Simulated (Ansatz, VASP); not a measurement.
## One calculation of Pb, two programs

```xyz
2
Lattice="3.4800 0.0000 0.0000 -1.7400 3.0138 0.0000 0.0000 0.0000 5.5900" Properties=species:S:1:pos:R:3 pbc="T T T"
Pb    0.0000    2.0092    1.3975
Pb    1.9400    1.0046    4.1925
```

Alike in both runs: task electric field gradients; functional PBE; k mesh 14 × 14 × 8; occupations fermi-dirac, width 0.08 eV; no spin polarisation.

|  | VASP | Ansatz |
| --- | --- | --- |
| version | VASP 6.6.1 | Ansatz 0.2.0 |
| potentials or method | VASP PAW PBE potentials, release 64 (Pb_d), cutoff 520 eV | all-electron PAW with datasets made for the crystal, scalar-relativistic |

VASP gave:

- pressure (GPa): 4.1
- traceless stress, the component that is largest in VASP (GPa): 1.44
- rms of the force components (eV/Å): 0.044
- size of Vzz on the site where it differs most (V/Å²): 52.8

**Question.** Which values does Ansatz return?

**Answer.** Pressure (GPa): 4.2; traceless stress, the component that is largest in VASP (GPa): 1.45; rms of the force components (eV/Å): 0.044; size of Vzz on the site where it differs most (V/Å²): 54.9.

Atom by atom the forces differ by 0.000 eV/Å (rms over components). Ansatz ran all-electron here, and VASP with PAW potentials.

Spin-orbit coupling is off throughout.
